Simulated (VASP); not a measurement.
Crystal: MgBe3Ge.

```
Mg Be Ge
1.0
     4.24165    0.00000    0.00000
    -2.12083    3.67338    0.00000
     0.00000    0.00000    3.68917
Mg Be Ge
1 3 1
Direct
  0.00000 0.00000 0.00000
  0.56271 0.00000 0.00000
  0.00000 0.56271 0.00000
  0.43729 0.43729 0.00000
  0.00000 0.00000 0.50000
```

* Program: VASP 6.6.1
* Task: relaxation of cell and atoms
* Functional: PBE
* Potentials or basis: VASP PAW PBE potentials, release 64 (Mg, Be, Ge_d)
* Cutoff: 600 eV
* k mesh: 6 × 6 × 6
* Occupations: gaussian, width 0.1 eV
* Spin: no spin polarisation

At the start: pressure 72.8 GPa; volume 11.50 Å³/atom.

Question: How do energy, volume and symmetry change on relaxing?

Answer: Over 7 steps the energy falls by 1824.4 meV/atom and the volume is 19.74 Å³/atom (+71.7 %); space group P6/mmm (No. 191, to 0.05 Å).

The path:
```csv
step,energy change (eV),largest force (eV/Å),pressure (GPa),volume (Å³)
1,0.0000,5.3222,72.85,57.48
2,-8.9677,0.1091,-3.47,110.54
3,-9.0139,0.8746,1.56,95.58
4,-9.0754,0.5193,-0.89,101.69
5,-9.0741,0.5747,-0.57,100.67
6,-9.1116,0.2702,-0.26,99.61
7,-9.1220,0.0022,0.07,98.68
```

Final structure:
```
CELL_PARAMETERS angstrom
4.74156 0.00000 0.00000
-2.37078 4.10631 0.00000
0.00000 0.00000 5.06815
ATOMIC_POSITIONS crystal
Mg 0.00000 0.00000 0.00000
Be 0.49996 0.00000 0.00000
Be 0.00000 0.49996 0.00000
Be 0.50004 0.50004 0.00000
Ge 0.00000 0.00000 0.50000
```

Caveat: the volume moved by over 15 % at a fixed basis, so the end points are rough.
